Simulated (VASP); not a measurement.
# AlN (P2_1/m) in VASP: notebook

Runs on AlN. Level: PBEsol. Tasks: single point.

Everything below comes from runs of VASP 6.6.1. Logs are shortened: lines on timing, memory, paths and dates and some standing lists are left out, and cuts for length are marked.

**1. The cell of the first run**

The structure is monoclinic, space group P2_1/m (No. 11). The conventional cell has a = 3.099 Å, b = 4.188 Å, c = 3.321 Å, α = 90.00°, β = 113.41°, γ = 90.00°. Al (site symmetry m) has 5 N at 1.79 to 2.09 Å within 2.4 Å. Within 2.4 Å of N (site symmetry m) lie 5 Al at 1.79 to 2.09 Å.

**2. Single point, PBEsol (strain -0.1500 x Voigt [0, 0, 0, 0, 0, 1])**

Input file INCAR:

```
SYSTEM = AlN
  PREC = Accurate
  ENCUT = 520
  EDIFF = 1E-6
  ISMEAR = 0
  SIGMA = 0.05
  LREAL = .FALSE.
  LASPH = .TRUE.
  NELM = 80
  ALGO = Normal
  ISIF = 2
  LWAVE = .FALSE.
  LCHARG = .TRUE.
  GGA = PS
  LELF = .TRUE.
  LVHAR = .TRUE.
  NBANDS = 16
```

Input file KPOINTS:

```
Automatic mesh
0
G
  12 12 6
  0 0 0
```

Input file POSCAR:

```
AlN
1.0
    3.3121157418     -0.2484086806      0.0000000000
   -1.8711860989      2.9925807130      0.0000000000
    0.0000000000      0.0000000000      4.1875630000
Al N
2 2
Direct
    0.3333333333      0.6666666667      0.7500000000
    0.6666666667      0.3333333333      0.2500000000
    0.3333333333      0.6666666667      0.2500000000
    0.6666666667      0.3333333333      0.7500000000
```

Potentials or basis: VASP PAW PBE potentials, release 64 (Al, N).

Command:

```console
$ cat potpaw_PBE.64/Al/POTCAR potpaw_PBE.64/N/POTCAR > POTCAR
$ mpirun -np 1 vasp_std > vasp.out
```

OUTCAR:

```text
SYSTEM = AlN
   PREC = Accurate
   ENCUT = 520
   EDIFF = 1E-6
   ISMEAR = 0
   LREAL = .FALSE.
   LASPH = .TRUE.
   NELM = 80
   ISIF = 2
   GGA = PS

 ion  position               nearest neighbor table
   1  0.333  0.667  0.750-   4 1.79   4 1.92   4 2.04   3 2.09   3 2.09   2 2.75   2 2.75   2 2.84
                             2 2.84   2 2.92   2 2.92
   2  0.667  0.333  0.250-   3 1.79   3 1.92   3 2.04   4 2.09   4 2.09   1 2.75   1 2.75   1 2.84
                             1 2.84   1 2.92   1 2.92
   3  0.333  0.667  0.250-   2 1.79   2 1.92   2 2.04   1 2.09   1 2.09
   4  0.667  0.333  0.750-   1 1.79   1 1.92   1 2.04   2 2.09   2 2.09

  LATTYP: Found a simple monoclinic cell.
 ALAT       =     3.0994771138
 B/A-ratio  =     1.3510546606
 C/A-ratio  =     1.0716059136
 COS(beta)  =    -0.3973759173

  Lattice vectors:

 A1 = (   1.4409296429,   2.7441720324,   0.0000000000)
 A2 = (   0.0000000000,   0.0000000000,  -4.1875630000)
 A3 = (  -3.3121157418,   0.2484086806,   0.0000000000)

Analysis of symmetry for initial positions (statically):
=====================================================================
 Subroutine PRICEL returns:
 Original cell was already a primitive cell.

 Routine SETGRP: Setting up the symmetry group for a
 simple monoclinic supercell.

 Subroutine GETGRP returns: Found  4 space group operations
 (whereof  2 operations were pure point group operations)
 out of a pool of  4 trial point group operations.

The static configuration has the point symmetry S_2 .
 The point group associated with its full space group is C_2h.

Analysis of symmetry for dynamics (positions and initial velocities):
=====================================================================
 Subroutine PRICEL returns:
 Original cell was already a primitive cell.

 Routine SETGRP: Setting up the symmetry group for a
 simple monoclinic supercell.

 Subroutine GETGRP returns: Found  4 space group operations
 (whereof  2 operations were pure point group operations)
 out of a pool of  4 trial point group operations.

The dynamic configuration has the point symmetry S_2 .
 The point group associated with its full space group is C_2h.

 Subroutine INISYM returns: Found  4 space group operations
 (whereof  2 operations are pure point group operations),
 and found     1 'primitive' translations

----------------------------------------------------------------------------------------

                                     Primitive cell

  volume of cell :      39.5597

  direct lattice vectors                    reciprocal lattice vectors
     3.312115742 -0.248408681  0.000000000     0.316777287  0.198072938  0.000000000
    -1.871186099  2.992580713  0.000000000     0.026295106  0.350601417  0.000000000
     0.000000000  0.000000000  4.187563000     0.000000000  0.000000000  0.238802377

  length of vectors
     3.321418004  3.529430087  4.187563000     0.373605056  0.351586100  0.238802377

  position of ions in fractional coordinates (direct lattice)
     0.333333333  0.666666667  0.750000000
     0.666666667  0.333333333  0.250000000
     0.333333333  0.666666667  0.250000000
     0.666666667  0.333333333  0.750000000

  ion indices of the primitive-cell ions
   primitive index   ion index
                 1           1
                 2           2
                 3           3
                 4           4

----------------------------------------------------------------------------------------

 KPOINTS: Automatic mesh

Automatic generation of k-mesh.
 Grid dimensions read from file:
 generate k-points for:   12   12    6

 Generating k-lattice:

  Cartesian coordinates                     Fractional coordinates (reciprocal lattice)
     0.026398107  0.016506078  0.000000000     0.083333333 -0.000000000  0.000000000
     0.002191259  0.029216785  0.000000000     0.000000000  0.083333333  0.000000000
     0.000000000  0.000000000  0.039800396     0.000000000  0.000000000  0.166666667

  Length of vectors
     0.031133755  0.029298842  0.039800396

  Shift w.r.t. Gamma in fractional coordinates (k-lattice)
     0.000000000  0.000000000  0.000000000

 Subroutine IBZKPT returns following result:
 ===========================================

 Found    296 irreducible k-points:

 Following reciprocal coordinates:
            Coordinates               Weight
  0.000000  0.000000  0.000000      1.000000
  0.083333 -0.000000  0.000000      2.000000
  0.166667 -0.000000  0.000000      2.000000
  0.250000 -0.000000  0.000000      2.000000
  0.333333 -0.000000  0.000000      2.000000
  0.416667 -0.000000  0.000000      2.000000
[... 16 lines left out ...]
  0.250000  0.166667  0.000000      2.000000
  0.333333  0.166667  0.000000      2.000000
 [... further k-points ...]
   k-points           NKPTS =    296   k-points in BZ     NKDIM =    296   number of bands    NBANDS=     16
   number of dos      NEDOS =    301   number of ions     NIONS =      4
   total plane-waves  NPLWV =  25088
   dimension x,y,z NGX =    28 NGY =   28 NGZ =   32
   dimension x,y,z NGXF=    56 NGYF=   56 NGZF=   64
   ions per type =               2   2
   NGX,Y,Z   is equivalent  to a cutoff of  14.01, 13.19, 12.70 a.u.
   NGXF,Y,Z  is equivalent  to a cutoff of  28.03, 26.38, 25.41 a.u.
 SYSTEM =  AlN
   PREC   = accura    normal or accurate (medium, high low for compatibility)
   ISTART =      0    job   : 0-new  1-cont  2-samecut
   ICHARG =      2    charge: 1-file 2-atom 10-const
   ISPIN  =      1    spin polarized calculation?
   LNONCOLLINEAR =      F non collinear calculations
   LSORBIT =      F    spin-orbit coupling
   LASPH  =      T    aspherical Exc in radial PAW
   ENCUT  =  520.0 eV  38.22 Ry    6.18 a.u.   6.18  6.56  7.79*2*pi/ulx,y,z
   NELM   =     80;   NELMIN=  2; NELMDL= -5     # of ELM steps
   EDIFF  = 0.1E-05   stopping-criterion for ELM
   LREAL  =      F    real-space projection
   EDIFFG = 0.1E-04   stopping-criterion for IOM
   NSW    =      0    number of steps for IOM
[... 5 lines left out ...]
   TEBEG  =    0.0;   TEEND  =   0.0 temperature during run
   PSTRESS=    0.0 pullay stress
   NELECT =      16.0000    total number of electrons
   NUPDOWN=      -1.0000    fix difference up-down
   EMIN   =  10.00;   EMAX   =-10.00  energy-range for DOS
   EFERMI =   0.00;   METHOD = LEGACY
   ISMEAR =     0;   SIGMA  =   0.05  broadening in eV -4-tet -1-fermi 0-gaus
   EFERMI_NEDOS =   21; number of points for ismear=-14 and -15
   IALGO  =     38    algorithm
   IMIX   =      4    mixing-type and parameters
     AMIX     =   0.40;   BMIX     =  1.00
     AMIX_MAG =   1.60;   BMIX_MAG =  1.00
  volume/ion in A,a.u.               =       9.89        66.74
  Fermi-wavevector in a.u.,A,eV,Ry     =   1.210683  2.287859 19.942783  1.465753
  Thomas-Fermi vector in A             =   2.346222
   LORBIT       =      0    0 simple, 1 ext, 2 COOP (PROOUT), +10 PAW based schemes
   GGA     = PS    functional components
   LHFCALC =     F    Hartree Fock is set to
   AEXX    =    0.0000 exact exchange contribution
   IVDW    =     0    specifies the selected vdW correction
   LEPSILON=     F    determine dielectric tensor
   LRPA    =     F    only Hartree local field effects (RPA)
 non-spin polarized calculation
 Gauss-broadening in eV      SIGMA  =   0.05
  energy-cutoff  :      520.00
  volume of cell :       39.56
 maximum number of plane-waves:      1078
 NGX is ok and might be reduce to    28
   NGX = 13   NGY = 13   NGZ = 15

 number of electron      15.9999998 magnetization

 Free energy of the ion-electron system (eV)
  ---------------------------------------------------
  ext. energy  EPLUGINS =         0.00000000
  ---------------------------------------------------
  free energy    TOTEN  =       -30.46968240 eV

  energy without entropy =      -30.46968240  energy(sigma->0) =      -30.46968240

 E-fermi :   8.1705     XC(G=0): -11.3811

 val. band max:        7.8893499155   @ k =   0.0000   0.0000   0.0000
 cond. band min:      10.7480212710   @ k =   0.5000  -0.0000   0.0000
 fundamental gap:      2.8586713555
 Fermi energy:         8.1705196883

 k-point     1 :       0.0000    0.0000    0.0000
  band No.  band energies     occupation
      1      -8.9022      2.00000
      2      -5.2183      2.00000
      3       0.9405      2.00000
      4       4.3551      2.00000
      5       5.0036      2.00000
      6       5.9566      2.00000
[... 8 lines left out ...]
     15      19.8626      0.00000
     16      20.4615      0.00000

 k-point     2 :       0.0833   -0.0000    0.0000
  band No.  band energies     occupation
      1      -8.8087      2.00000
      2      -5.2069      2.00000
      3       1.0405      2.00000
      4       4.1882      2.00000
      5       4.7347      2.00000
      6       5.9619      2.00000
[... 8 lines left out ...]
     15      19.4911      0.00000
     16      20.1188      0.00000

 k-point     3 :       0.1667   -0.0000    0.0000
  band No.  band energies     occupation
      1      -8.5343      2.00000
      2      -5.1899      2.00000
      3       1.3365      2.00000
      4       3.8159      2.00000
      5       4.0808      2.00000
      6       5.3401      2.00000
[... 8 lines left out ...]
     15      19.1889      0.00000
     16      19.3403      0.00000

 k-point     4 :       0.2500   -0.0000    0.0000
  band No.  band energies     occupation
      1      -8.0992      2.00000
      2      -5.2168      2.00000
      3       1.8162      2.00000
      4       3.2607      2.00000
      5       3.4134      2.00000
      6       4.5486      2.00000
[... 8 lines left out ...]
     15      18.8062      0.00000
     16      19.9677      0.00000
[... 324 lines left out ...]
 k-point    22 :       0.1667    0.1667    0.0000
  band No.  band energies     occupation
      1      -7.8528      2.00000
      2      -5.2723      2.00000
      3       2.0928      2.00000
      4       2.6742      2.00000
      5       3.2524      2.00000
      6       4.6499      2.00000
[... 8 lines left out ...]
     15      19.4543      0.00000
     16      19.9561      0.00000

 k-point    23 :       0.2500    0.1667    0.0000
  band No.  band energies     occupation
      1      -7.3102      2.00000
      2      -5.4623      2.00000
      3       2.1971      2.00000
      4       2.7283      2.00000
      5       2.7382      2.00000
      6       4.2383      2.00000
[... 8 lines left out ...]
     15      20.0271      0.00000
     16      21.1362      0.00000

 k-point    24 :       0.3333    0.1667    0.0000
  band No.  band energies     occupation
      1      -6.7343      2.00000
      2      -5.7997      2.00000
      3       1.6600      2.00000
      4       2.7905      2.00000
      5       3.4541      2.00000
      6       3.7873      2.00000
[... 8 lines left out ...]
     15      20.4725      0.00000
     16      21.6115      0.00000

 [... further k-points ...]

------------------------ aborting loop because EDIFF is reached ----------------------------------------

  FORCE on cell =-STRESS in cart. coord.  units (eV):
  Direction    XX          YY          ZZ          XY          YZ          ZX
  --------------------------------------------------------------------------------------
  -------------------------------------------------------------------------------------
  Total        1.3494772      0.4401374     -1.3145209      6.2710029      0.0000000      0.0000000
  in kB       54.6541237     17.8256610    -53.2383874    253.9770031      0.0000000      0.0000000
  external PRESSURE =       6.4137991 kB  Pullay stress =       0.0000000 kB

 VOLUME and BASIS-vectors are now :
 -----------------------------------------------------------------------------
  energy-cutoff  :      520.00
  volume of cell :       39.56
      direct lattice vectors                 reciprocal lattice vectors
     3.312115742 -0.248408681  0.000000000     0.316777287  0.198072938  0.000000000
    -1.871186099  2.992580713  0.000000000     0.026295106  0.350601417  0.000000000
     0.000000000  0.000000000  4.187563000     0.000000000  0.000000000  0.238802377

 POSITION                                       TOTAL-FORCE (eV/Angst)
 -----------------------------------------------------------------------------------
     -0.14342      1.91225      3.14067         1.767006      0.495722     -0.000000
      1.58435      0.83192      1.04689        -1.767006     -0.495722      0.000000
     -0.14342      1.91225      1.04689         2.144210      0.501700      0.000000
      1.58435      0.83192      3.14067        -2.144210     -0.501700      0.000000
 -----------------------------------------------------------------------------------
    total drift:                                0.000000     -0.000000     -0.000000

  FREE ENERGIE OF THE ION-ELECTRON SYSTEM (eV)
  ---------------------------------------------------
  free  energy   TOTEN  =       -30.4696824042 eV

  energy  without entropy=      -30.4696824042  energy(sigma->0) =      -30.46968240
```

Wall time 88 s (1 thread of Intel Xeon 6975P-C (Granite Rapids), shared host); peak memory 0.28 GiB.

What came out:

| Property | Result |
| --- | --- |
| Free energy | -30.4697 eV |
| Pressure | 0.6 GPa |
| Largest force | 2.202 eV/Å |
| Band gap on the k mesh | 2.86 eV (least direct gap 3.05 eV) |

Forces on the atoms (eV/Å):
```
Al   1.767  0.496  0.000
Al  -1.767 -0.496  0.000
N    2.144  0.502  0.000
N   -2.144 -0.502  0.000
```

Levels at points of the mesh, in eV from the valence-band top:
```tsv
k point	band 5	band 6	band 7	band 8	band 9	band 10	band 11	band 12
(0.00, 0.00, 0.00)	-2.89	-1.93	-1.23	0.00	3.05	3.93	7.64	9.88
(0.50, 0.00, 0.00)	-4.36	-4.18	-3.19	-1.78	2.86	6.12	6.98	7.94
(0.00, 0.50, 0.00)	-4.44	-4.23	-2.83	-1.43	3.88	6.95	7.07	8.76
(0.50, 0.50, 0.00)	-4.24	-3.64	-2.66	-1.00	5.08	7.17	7.86	8.69
(0.00, 0.00, 0.50)	-2.72	-2.72	-2.10	-2.10	4.93	4.93	7.84	7.84
(0.50, 0.00, 0.50)	-3.80	-3.80	-1.85	-1.85	4.31	4.31	9.35	9.35
(0.00, 0.50, 0.50)	-3.16	-3.16	-1.75	-1.75	4.92	4.92	9.27	9.27
(0.50, 0.50, 0.50)	-2.53	-2.53	-1.71	-1.71	5.67	5.67	9.30	9.30
```

Caveat: the cell differs from its parent crystal (strain -0.1500 x Voigt [0, 0, 0, 0, 0, 1]); the stress differs along the axes, from -5 to 5 GPa; the PAW data sets were made with another functional, which shifts forces and pressure a little.

**3. Single point, PBEsol (strain +0.1125 x Voigt [0, 0, 0, 0, 0, 1])**

Input file INCAR:

```
SYSTEM = AlN
ALGO = Normal
EDIFF = 1E-6
ENCUT = 520
GGA = PS
ISIF = 2
ISMEAR = 0
LASPH = .TRUE.
LCHARG = .FALSE.
LREAL = .FALSE.
LWAVE = .FALSE.
NBANDS = 16
NELM = 60
PREC = Accurate
SIGMA = 0.05
```

Input file KPOINTS:

```
k-points
0
G
  12 12 6
  0 0 0
```

POSCAR, as its differences from that of step 2:

```diff
@@ -2,4 +2,4 @@
 1.0
-    3.3121157418     -0.2484086806      0.0000000000
-   -1.8711860989      2.9925807130      0.0000000000
+    3.3121157418      0.1863065105      0.0000000000
+   -1.4947116999      2.7752231174      0.0000000000
     0.0000000000      0.0000000000      4.1875630000
```

Potentials or basis: VASP PAW PBE potentials, release 64 (Al, N).

Command:

```console
$ cat potpaw_PBE.64/Al/POTCAR potpaw_PBE.64/N/POTCAR > POTCAR
$ mpirun -np 1 vasp_std > vasp.out
```

Wall time 68 s (1 thread of Intel Xeon 6975P-C (Granite Rapids), shared host); peak memory 0.26 GiB.

Results (log left out):

```yaml
Free_energy: -30.6770 eV
Pressure: -1.2 GPa
Largest_force: 1.584 eV/Å
Band_gap_on_the_k_mesh: 3.04 eV (least direct gap 3.11 eV)
```

Forces on the atoms (eV/Å):
```
Al  -1.276  0.280  0.000
Al   1.276 -0.280  0.000
N   -1.559  0.283  0.000
N    1.559 -0.283  0.000
```

Stress tensor (GPa, compression positive):
```
  1.61 -18.86   0.00
-18.86  -0.43   0.00
  0.00   0.00  -4.81
```

Levels at points of the mesh, in eV from the valence-band top:
| k point | band 4 | band 5 | band 6 | band 7 | band 8 | band 9 | band 10 | band 11 | band 12 | band 13 |
| --- | --- | --- | --- | --- | --- | --- | --- | --- | --- | --- |
| (0.00, 0.00, 0.00) | -3.48 | -3.01 | -1.85 | -1.34 | 0.00 | 3.11 | 4.10 | 7.65 | 9.33 | 10.50 |
| (0.50, 0.00, 0.00) | -5.14 | -4.27 | -3.88 | -2.72 | -1.13 | 4.71 | 7.14 | 7.69 | 8.85 | 10.14 |
| (0.00, 0.50, 0.00) | -4.76 | -4.47 | -4.28 | -2.87 | -1.44 | 3.83 | 6.98 | 7.06 | 8.97 | 9.16 |
| (0.50, 0.50, 0.00) | -5.01 | -4.36 | -4.34 | -3.12 | -1.71 | 3.04 | 6.33 | 6.99 | 8.19 | 9.49 |
| (0.00, 0.00, 0.50) | -3.76 | -2.67 | -2.67 | -2.22 | -2.22 | 5.18 | 5.18 | 7.83 | 7.83 | 9.52 |
| (0.50, 0.00, 0.50) | -7.40 | -2.73 | -2.73 | -1.72 | -1.72 | 5.50 | 5.50 | 9.23 | 9.23 | 10.81 |
| (0.00, 0.50, 0.50) | -7.27 | -3.21 | -3.21 | -1.75 | -1.75 | 4.93 | 4.93 | 9.22 | 9.22 | 10.60 |
| (0.50, 0.50, 0.50) | -7.13 | -3.69 | -3.69 | -1.82 | -1.82 | 4.45 | 4.45 | 9.28 | 9.28 | 11.09 |

Caveat: the cell differs from its parent crystal (strain +0.1125 x Voigt [0, 0, 0, 0, 0, 1]); the stress differs along the axes, from -5 to 2 GPa; the PAW data sets were made with another functional, which shifts forces and pressure a little. A k mesh can miss the band edges.

**4. Single point, PBEsol (strain +0.1312 x Voigt [0, 0, 0, 0, 0, 1])**

Input file INCAR:

```
PREC = Accurate
ENCUT = 520
EDIFF = 1E-6
ISMEAR = 0
SIGMA = 0.05
LREAL = False
LASPH = True
NELM = 80
ALGO = Normal
ISIF = 2
LWAVE = False
LCHARG = False
GGA = PS
NBANDS = 16
```

Input file KPOINTS:

```
regular mesh
0
Gamma
  12 12 6
```

POSCAR, as its differences from that of step 3:

```diff
@@ -2,4 +2,4 @@
 1.0
-    3.3121157418      0.1863065105      0.0000000000
-   -1.4947116999      2.7752231174      0.0000000000
+    3.3121157418      0.2172747927      0.0000000000
+   -1.4678923809      2.7597389764      0.0000000000
     0.0000000000      0.0000000000      4.1875630000
```

Command:

```console
$ cat potpaw_PBE.64/Al/POTCAR potpaw_PBE.64/N/POTCAR > POTCAR
$ mpirun -np 1 vasp_std > vasp.out
```

It took 89 s on 1 thread of Intel Xeon 6975P-C (Granite Rapids), shared host; peak memory 0.26 GiB.

The run converged. Its results:

* Free energy: -30.5815 eV
* Pressure: -0.4 GPa
* Largest force: 1.884 eV/Å
* Band gap on the k mesh: 2.95 eV (least direct gap 3.08 eV)

Forces on the atoms (eV/Å):
```
Al  -1.514  0.380  0.000
Al   1.514 -0.380  0.000
N   -1.845  0.384  0.000
N    1.845 -0.384  0.000
```

Stress tensor (GPa, compression positive):
```
  3.39 -22.10   0.00
-22.10   0.59   0.00
  0.00   0.00  -5.05
```

Levels at points of the mesh, in eV from the valence-band top:
```
           k point  band 4  band 5  band 6  band 7  band 8  band 9  band 10  band 11  band 12  band 13
(0.00, 0.00, 0.00)   -3.51   -2.95   -1.89   -1.29    0.00    3.08     4.02     7.64     9.60    10.44
(0.50, 0.00, 0.00)   -5.20   -4.25   -3.76   -2.69   -1.07    4.89     7.16     7.78     8.77    10.18
(0.00, 0.50, 0.00)   -4.75   -4.45   -4.26   -2.85   -1.44    3.85     6.97     7.06     8.87     9.19
(0.50, 0.50, 0.00)   -5.08   -4.36   -4.26   -3.16   -1.74    2.95     6.23     6.99     8.06     9.51
(0.00, 0.00, 0.50)   -3.77   -2.70   -2.70   -2.16   -2.16    5.06     5.06     7.83     7.83     9.72
(0.50, 0.00, 0.50)   -7.42   -2.63   -2.63   -1.71   -1.71    5.58     5.58     9.26     9.26    10.71
(0.00, 0.50, 0.50)   -7.26   -3.18   -3.18   -1.75   -1.75    4.93     4.93     9.24     9.24    10.45
(0.50, 0.50, 0.50)   -7.10   -3.75   -3.75   -1.84   -1.84    4.38     4.38     9.32     9.32    11.01
```

Caveat: the cell differs from its parent crystal (strain +0.1312 x Voigt [0, 0, 0, 0, 0, 1]); the stress differs along the axes, from -5 to 3 GPa; the PAW data sets were made with another functional, which shifts forces and pressure a little.

(Continued in part 2 of 2.)
